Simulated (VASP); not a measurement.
# Zn (Im-3m) in VASP: notebook

Zn is run at these levels: LDA; tasks: single point.

All numbers are computed with VASP 6.6.1; they aren't measurements. Logs are shortened: lines on timing, memory, paths and dates and some standing lists are left out, and cuts for length are marked.

**1. The cell of the first run**

The structure is cubic, space group Im-3m (No. 229). The conventional cell has a = 2.787 Å, b = 2.787 Å, c = 2.787 Å, α = 90.00°, β = 90.00°, γ = 90.00°. Zn (site symmetry m-3m) has 14 Zn at 2.41 to 2.79 Å within 3.2 Å.

**2. Single point, LDA**

Input file INCAR:

```
SYSTEM = Zn
PREC     = Accurate       ! precision mode
ENCUT    = 520            ! plane-wave cutoff, eV
EDIFF    = 1E-6           ! SCF threshold, eV
ISMEAR   = -1             ! smearing method
SIGMA    = 0.05           ! smearing width, eV
LREAL    = .False.        ! projectors in reciprocal space
LASPH    = .True.         ! aspherical terms in the spheres
NELM     = 60             ! most SCF steps
ALGO     = Normal         ! electronic algorithm
ISIF     = 2              ! what is computed and relaxed
LWAVE    = .False.        ! write WAVECAR
LCHARG   = .True.         ! write CHGCAR
GGA      = CA             ! functional
LELF     = .True.         ! ELF
LVHAR    = .True.       
NBANDS   = 12             ! bands
```

Input file KPOINTS:

```
regular mesh
0
Gamma
  8 8 8
  0 0 0
```

Input file POSCAR:

```
Zn
1.0
   -1.3936408940      1.3936408940      1.3936408940
    1.3936408940     -1.3936408940      1.3936408940
    1.3936408940      1.3936408940     -1.3936408940
Zn
1
Direct
    0.0000000000      0.0000000000      0.0000000000
```

Potentials or basis: VASP PAW LDA potentials, release 64 (Zn).

Started as:

```console
cat potpaw_LDA.64/Zn/POTCAR > POTCAR
mpirun -np 1 vasp_std > vasp.out
```

OUTCAR:

```text
SYSTEM = Zn
   PREC = Accurate
   ENCUT = 520
   EDIFF = 1E-6
   ISMEAR = -1
   LREAL = .False.
   LASPH = .True.
   NELM = 60
   ISIF = 2
   GGA = CA

 ion  position               nearest neighbor table
   1  0.000  0.000  0.000-

  LATTYP: Found a body centered cubic cell.
 ALAT       =     2.7872817880

  Lattice vectors:

 A1 = (  -1.3936408940,   1.3936408940,   1.3936408940)
 A2 = (   1.3936408940,  -1.3936408940,   1.3936408940)
 A3 = (   1.3936408940,   1.3936408940,  -1.3936408940)

Analysis of symmetry for initial positions (statically):
=====================================================================
 Subroutine PRICEL returns:
 Original cell was already a primitive cell.

 Routine SETGRP: Setting up the symmetry group for a
 body centered cubic supercell.

 Subroutine GETGRP returns: Found 48 space group operations
 (whereof 48 operations were pure point group operations)
 out of a pool of 48 trial point group operations.

The static configuration has the point symmetry O_h .

Analysis of symmetry for dynamics (positions and initial velocities):
=====================================================================
 Subroutine PRICEL returns:
 Original cell was already a primitive cell.

 Routine SETGRP: Setting up the symmetry group for a
 body centered cubic supercell.

 Subroutine GETGRP returns: Found 48 space group operations
 (whereof 48 operations were pure point group operations)
 out of a pool of 48 trial point group operations.

The dynamic configuration has the point symmetry O_h .

 Subroutine INISYM returns: Found 48 space group operations
 (whereof 48 operations are pure point group operations),
 and found     1 'primitive' translations

----------------------------------------------------------------------------------------

                                     Primitive cell

  volume of cell :      10.8271

  direct lattice vectors                    reciprocal lattice vectors
    -1.393640894  1.393640894  1.393640894     0.000000000  0.358772480  0.358772480
     1.393640894 -1.393640894  1.393640894     0.358772480  0.000000000  0.358772480
     1.393640894  1.393640894 -1.393640894     0.358772480  0.358772480  0.000000000

  length of vectors
     2.413856836  2.413856836  2.413856836     0.507380907  0.507380907  0.507380907

  position of ions in fractional coordinates (direct lattice)
     0.000000000  0.000000000  0.000000000

  ion indices of the primitive-cell ions
   primitive index   ion index
                 1           1

----------------------------------------------------------------------------------------

 KPOINTS: regular mesh

Automatic generation of k-mesh.
 Grid dimensions read from file:
 generate k-points for:    8    8    8

 Generating k-lattice:

  Cartesian coordinates                     Fractional coordinates (reciprocal lattice)
     0.000000000  0.044846560  0.044846560     0.125000000  0.000000000  0.000000000
     0.044846560  0.000000000  0.044846560     0.000000000  0.125000000  0.000000000
     0.044846560  0.044846560  0.000000000     0.000000000  0.000000000  0.125000000

  Length of vectors
     0.063422613  0.063422613  0.063422613

  Shift w.r.t. Gamma in fractional coordinates (k-lattice)
     0.000000000  0.000000000  0.000000000

 Subroutine IBZKPT returns following result:
 ===========================================

 Found     29 irreducible k-points:

 Following reciprocal coordinates:
            Coordinates               Weight
  0.000000  0.000000  0.000000      1.000000
  0.125000  0.000000  0.000000     12.000000
  0.250000  0.000000  0.000000     12.000000
  0.375000  0.000000  0.000000     12.000000
  0.500000  0.000000  0.000000      6.000000
  0.125000  0.125000  0.000000     24.000000
[... 16 lines left out ...]
 -0.250000  0.250000  0.250000      6.000000
 -0.375000  0.375000  0.250000     24.000000
 [... further k-points ...]
   k-points           NKPTS =     29   k-points in BZ     NKDIM =     29   number of bands    NBANDS=     12
   number of dos      NEDOS =    301   number of ions     NIONS =      1
   total plane-waves  NPLWV =   5832
   dimension x,y,z NGX =    18 NGY =   18 NGZ =   18
   dimension x,y,z NGXF=    36 NGYF=   36 NGZF=   36
   ions per type =               1
   NGX,Y,Z   is equivalent  to a cutoff of  12.40, 12.40, 12.40 a.u.
   NGXF,Y,Z  is equivalent  to a cutoff of  24.79, 24.79, 24.79 a.u.
 SYSTEM =  Zn
   PREC   = accura    normal or accurate (medium, high low for compatibility)
   ISTART =      0    job   : 0-new  1-cont  2-samecut
   ICHARG =      2    charge: 1-file 2-atom 10-const
   ISPIN  =      1    spin polarized calculation?
   LNONCOLLINEAR =      F non collinear calculations
   LSORBIT =      F    spin-orbit coupling
   LASPH  =      T    aspherical Exc in radial PAW
   ENCUT  =  520.0 eV  38.22 Ry    6.18 a.u.   4.49  4.49  4.49*2*pi/ulx,y,z
   NELM   =     60;   NELMIN=  2; NELMDL= -5     # of ELM steps
   EDIFF  = 0.1E-05   stopping-criterion for ELM
   LREAL  =      F    real-space projection
   EDIFFG = 0.1E-04   stopping-criterion for IOM
   NSW    =      0    number of steps for IOM
   IBRION =     -1    ionic relax: 0-MD 1-quasi-New 2-CG
   NFREE  =      0    steps in history (QN), initial steepest desc. (CG)
   ISIF   =      2    stress and relaxation
   ISYM   =      2    0-nonsym 1-usesym 2-fastsym
   POTIM  = 0.5000    time-step for ionic-motion
   TEBEG  =    0.0;   TEEND  =   0.0 temperature during run
   PSTRESS=    0.0 pullay stress
   NELECT =      12.0000    total number of electrons
   NUPDOWN=      -1.0000    fix difference up-down
   EMIN   =  10.00;   EMAX   =-10.00  energy-range for DOS
   EFERMI =   0.00;   METHOD = LEGACY
   ISMEAR =    -1;   SIGMA  =   0.05  broadening in eV -4-tet -1-fermi 0-gaus
   EFERMI_NEDOS =   21; number of points for ismear=-14 and -15
   IALGO  =     38    algorithm
   IMIX   =      4    mixing-type and parameters
     AMIX     =   0.40;   BMIX     =  1.00
     AMIX_MAG =   1.60;   BMIX_MAG =  1.00
  volume/ion in A,a.u.               =      10.83        73.06
  Fermi-wavevector in a.u.,A,eV,Ry     =   1.694199  3.201571 39.052932  2.870310
  Thomas-Fermi vector in A             =   2.775467
   LORBIT       =      0    0 simple, 1 ext, 2 COOP (PROOUT), +10 PAW based schemes
   GGA     = CA    functional components
   LHFCALC =     F    Hartree Fock is set to
   AEXX    =    0.0000 exact exchange contribution
   IVDW    =     0    specifies the selected vdW correction
   LEPSILON=     F    determine dielectric tensor
   LRPA    =     F    only Hartree local field effects (RPA)
 non-spin polarized calculation
  energy-cutoff  :      520.00
  volume of cell :       10.83
 maximum number of plane-waves:       321
 NGX is ok and might be reduce to    18
   NGX =  9   NGY =  9   NGZ =  9

 number of electron      12.0000015 magnetization

 Free energy of the ion-electron system (eV)
  ---------------------------------------------------
  ext. energy  EPLUGINS =         0.00000000
  ---------------------------------------------------
  free energy    TOTEN  =        -1.49089347 eV

  energy without entropy =       -1.48922236  energy(sigma->0) =       -1.49005792

 E-fermi :   6.3804     XC(G=0): -13.8334

 val. band max:        6.0349759978   @ k =   0.5000   0.5000   0.1250
 cond. band min:       6.3977460202   @ k =   0.3750   0.1250   0.1250
 fundamental gap:      0.3627700225
 Fermi energy:         6.3803751749

 k-point     1 :       0.0000    0.0000    0.0000
  band No.  band energies     occupation
      1      -7.6758      2.00000
      2      -3.1979      2.00000
      3      -3.1979      2.00000
      4      -3.1979      2.00000
      5      -2.2693      2.00000
      6      -2.2693      2.00000
      7      30.0334      0.00000
      8      30.0334      0.00000
      9      30.0334      0.00000
     10      31.5340      0.00000
     11      31.5340      0.00000
     12      31.5340      0.00000

 k-point     2 :       0.1250    0.0000    0.0000
  band No.  band energies     occupation
      1      -7.0520      2.00000
      2      -3.2865      2.00000
      3      -3.1891      2.00000
      4      -2.9917      2.00000
      5      -2.3443      2.00000
      6      -2.2625      2.00000
      7      23.6868      0.00000
      8      27.3480      0.00000
      9      27.7171      0.00000
     10      28.1971      0.00000
     11      29.7164      0.00000
     12      31.4116      0.00000

 k-point     3 :       0.2500    0.0000    0.0000
  band No.  band energies     occupation
      1      -5.4470      2.00000
      2      -3.4975      2.00000
      3      -3.0152      2.00000
      4      -2.4661      2.00000
      5      -2.4062      2.00000
      6      -2.2398      2.00000
      7      16.2229      0.00000
      8      23.9254      0.00000
      9      24.0177      0.00000
     10      26.2172      0.00000
     11      28.4602      0.00000
     12      33.6216      0.00000

 k-point     4 :       0.3750    0.0000    0.0000
  band No.  band energies     occupation
      1      -4.5640      2.00000
      2      -3.7047      2.00000
      3      -2.3533      2.00000
      4      -2.2083      2.00000
      5      -1.8943      2.00000
      6      -1.0585      2.00000
      7       9.7424      0.00000
      8      21.3771      0.00000
      9      21.8917      0.00000
     10      25.0528      0.00000
     11      27.8611      0.00000
     12      37.2030      0.00000

 k-point     5 :       0.5000    0.0000    0.0000
  band No.  band energies     occupation
      1      -4.5472      2.00000
      2      -3.7894      2.00000
      3      -2.3125      2.00000
      4      -2.1926      2.00000
      5      -1.6412      2.00000
      6       1.6569      2.00000
      7       5.7538      1.99999
      8      20.4646      0.00000
      9      21.1620      0.00000
     10      24.6753      0.00000
     11      27.7071      0.00000
     12      39.3560      0.00000
[... 228 lines left out ...]
      1      -3.5597      2.00000
      2      -3.5597      2.00000
      3      -3.5286      2.00000
      4      -2.1049      2.00000
      5      -2.1049      2.00000
      6       6.9671      0.00002
      7       6.9671      0.00002
      8       8.6049      0.00000
      9      25.0350      0.00000
     10      26.3469      0.00000
     11      26.3469      0.00000
     12      31.4453      0.00000

 k-point    22 :       0.2500    0.2500    0.2500
  band No.  band energies     occupation
      1      -3.5498      2.00000
      2      -3.5498      2.00000
      3      -3.5498      2.00000
      4      -2.1754      2.00000
      5      -2.1754      2.00000
      6       8.5517      0.00000
      7       8.5517      0.00000
      8       8.5517      0.00000
      9       9.7836      0.00000
     10      44.5019      0.00000
     11      44.5031      0.00000
     12      44.5080      0.00000

 k-point    23 :      -0.2500    0.2500    0.2500
  band No.  band energies     occupation
      1      -4.0563      2.00000
      2      -3.2673      2.00000
      3      -2.8674      2.00000
      4      -2.8674      2.00000
      5      -2.4905      2.00000
      6      -0.8560      2.00000
      7      17.2162      0.00000
      8      17.2162      0.00000
      9      19.4339      0.00000
     10      20.4757      0.00000
     11      36.5435      0.00000
     12      36.5435      0.00000

 k-point    24 :      -0.3750    0.3750    0.2500
  band No.  band energies     occupation
      1      -3.8624      2.00000
      2      -3.6013      2.00000
      3      -2.8586      2.00000
      4      -2.5767      2.00000
      5      -1.9925      2.00000
      6       1.8027      2.00000
      7      11.6975      0.00000
      8      14.9533      0.00000
      9      18.5527      0.00000
     10      21.9337      0.00000
     11      31.3806      0.00000
     12      35.1187      0.00000

 [... further k-points ...]
[... 5 lines left out ...]
  --------------------------------------------------------------------------------------
  -------------------------------------------------------------------------------------
  Total        2.8292442      2.8292442      2.8292442      0.0000000      0.0000000     -0.0000000
  in kB      418.6666675    418.6666675    418.6666675      0.0000000      0.0000000     -0.0000000
  external PRESSURE =     418.6666675 kB  Pullay stress =       0.0000000 kB

 VOLUME and BASIS-vectors are now :
 -----------------------------------------------------------------------------
  energy-cutoff  :      520.00
  volume of cell :       10.83
      direct lattice vectors                 reciprocal lattice vectors
    -1.393640894  1.393640894  1.393640894     0.000000000  0.358772480  0.358772480
     1.393640894 -1.393640894  1.393640894     0.358772480  0.000000000  0.358772480
     1.393640894  1.393640894 -1.393640894     0.358772480  0.358772480  0.000000000

 POSITION                                       TOTAL-FORCE (eV/Angst)
 -----------------------------------------------------------------------------------
      0.00000      0.00000      0.00000         0.000000      0.000000      0.000000
 -----------------------------------------------------------------------------------
    total drift:                                0.000000      0.000000      0.000000

  FREE ENERGIE OF THE ION-ELECTRON SYSTEM (eV)
  ---------------------------------------------------
  free  energy   TOTEN  =        -1.4908934715 eV

  energy  without entropy=       -1.4892223620  energy(sigma->0) =       -1.49005792
```

It took 1.7 s on 1 thread of Intel Xeon 6975P-C (Granite Rapids), shared host; peak memory 0.11 GiB.

Results:

```yaml
Free_energy: -1.4909 eV
Pressure: 41.9 GPa
Band_gap_on_the_k_mesh: zero (band 6 reaches 10.77 eV, above the bottom of band 7 at 5.75 eV)
```

Levels at points of the mesh, in eV from the Fermi level:
```csv
k point,band 3,band 4,band 5,band 6,band 7,band 8,band 9,band 10
"(0.00, 0.00, 0.00)",-9.58,-9.58,-8.65,-8.65,23.65,23.65,23.65,25.15
"(0.50, 0.00, 0.00)",-8.69,-8.57,-8.02,-4.72,-0.63,14.08,14.78,18.29
"(0.50, 0.50, 0.50)",-8.17,-8.17,-8.17,4.39,4.39,4.39,9.83,9.83
```

Caveat: the k points lie up to 0.40 Å⁻¹ apart.

(Continued in part 2 of 2.)
